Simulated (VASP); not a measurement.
Write the native input for VASP 6.6.1 that does the following.

* Task: single point
* Functional: r2SCAN
* Potentials or basis: VASP PAW PBE potentials, release 64 (Ti_sv, C)
* Cutoff: 520 eV
* k mesh: 26 × 26 × 26
* Occupations: gaussian, width 0.15 eV
* Spin: no spin polarisation
* Dipole correction: no
* Further INCAR settings: ALGO = Normal; EDIFF = 1e-07; NBANDS = 15

TiC:

```
CELL_PARAMETERS angstrom
0.00000 2.03640 2.44368
2.03640 0.00000 2.44368
2.03640 2.03640 0.00000
ATOMIC_POSITIONS crystal
Ti 0.00000 0.00000 0.00000
C 0.50000 0.50000 0.50000
```

This cell differs from its parent crystal: ratio of the length along z to the lengths across it x 1.2, volume and fractional coordinates fixed.

These files were run (other wordings do the same):

POSCAR

```
TiC
1.0
    0.0000000000      2.0364019665      2.4436823598
    2.0364019665      0.0000000000      2.4436823598
    2.0364019665      2.0364019665      0.0000000000
Ti C
1 1
Direct
    0.0000000000      0.0000000000      0.0000000000
    0.5000000000      0.5000000000      0.5000000000
```

INCAR.step1

```
  ALGO = Normal
  EDIFF = 1E-4
  ENCUT = 520
  GGA = PE
  ISMEAR = 0
  LASPH = T
  LCHARG = F
  LREAL = F
  LWAVE = T
  NBANDS = 15
  NELM = 80
  PREC = Accurate
  SIGMA = 0.15
```

INCAR.step2

```
  ALGO = Normal
  EDIFF = 1E-7
  ENCUT = 520
  ISIF = 2
  ISMEAR = 0
  ISTART = 1
  LASPH = T
  LCHARG = F
  LMIXTAU = T
  LREAL = F
  LWAVE = F
  METAGGA = R2SCAN
  NBANDS = 15
  NELM = 80
  PREC = Accurate
  SIGMA = 0.15
```

KPOINTS

```
k-points
0
Gamma
  26 26 26
```

Potentials or basis: VASP PAW PBE potentials, release 64 (Ti_sv, C).

The run is started by

```sh
$ cat potpaw_PBE.64/Ti_sv/POTCAR potpaw_PBE.64/C/POTCAR > POTCAR
$ cp INCAR.step1 INCAR
$ mpirun -np 1 vasp_std > vasp.out
$ cp INCAR.step2 INCAR
$ mpirun -np 1 vasp_std > vasp.out
```

It gave:

```
Pressure               : 16.4 GPa
Band gap on the k mesh : zero (bands 8 and 9 overlap by 2.25 eV)
```

Caveat: the stress differs along the axes, from -27 to 38 GPa; the PAW data sets were made with another functional, which shifts forces and pressure a little.

Run time: 41 min on 1 thread of Oxide Virtual Turin-like Processor, with other jobs on the host, peak memory 0.47 GiB.
